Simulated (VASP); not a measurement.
The system is Sb.

```
CELL_PARAMETERS angstrom
-1.42809 1.42809 1.42809
1.42809 -1.42809 1.42809
1.42809 1.42809 -1.42809
ATOMIC_POSITIONS crystal
Sb 0.00000 0.00000 0.00000
```

```yaml
Program: VASP 6.6.1
Task: relaxation of cell and atoms
Functional: PBEsol
Potentials_or_basis: VASP PAW PBE potentials, release 64 (Sb)
Cutoff: 600 eV
k_mesh: 10 × 10 × 10
Occupations: gaussian, width 0.1 eV
Spin: no spin polarisation
```

At the start: pressure 364.3 GPa; volume 11.65 Å³/atom.

Task: Where does the relaxation end?

Result: Over 8 steps the energy falls by 7583.1 meV/atom and the volume is 26.29 Å³/atom (+125.7 %); space group Im-3m (No. 229, to 0.05 Å).

The path:
```tsv
step	energy change (eV)	largest force (eV/Å)	pressure (GPa)	volume (Å³)
1	0.0000	0.0000	364.33	11.65
2	-3.8077	0.0000	-1.42	137.72
3	-3.9057	0.0000	-1.75	127.76
4	-4.0306	0.0000	-2.18	117.52
5	-6.4651	0.0000	-10.66	45.98
6	-7.5707	0.0000	3.48	25.02
7	-7.5678	0.0000	-3.26	27.65
8	-7.5831	0.0000	-0.20	26.29
```

Final structure:
```
CELL_PARAMETERS angstrom
-1.87316 1.87316 1.87316
1.87316 -1.87316 1.87316
1.87316 1.87316 -1.87316
ATOMIC_POSITIONS crystal
Sb 0.00000 0.00000 0.00000
```

Caveat: the volume moved by over 15 % at a fixed basis, so the end points are rough; the PAW data sets were made with another functional, which shifts forces and pressure a little.
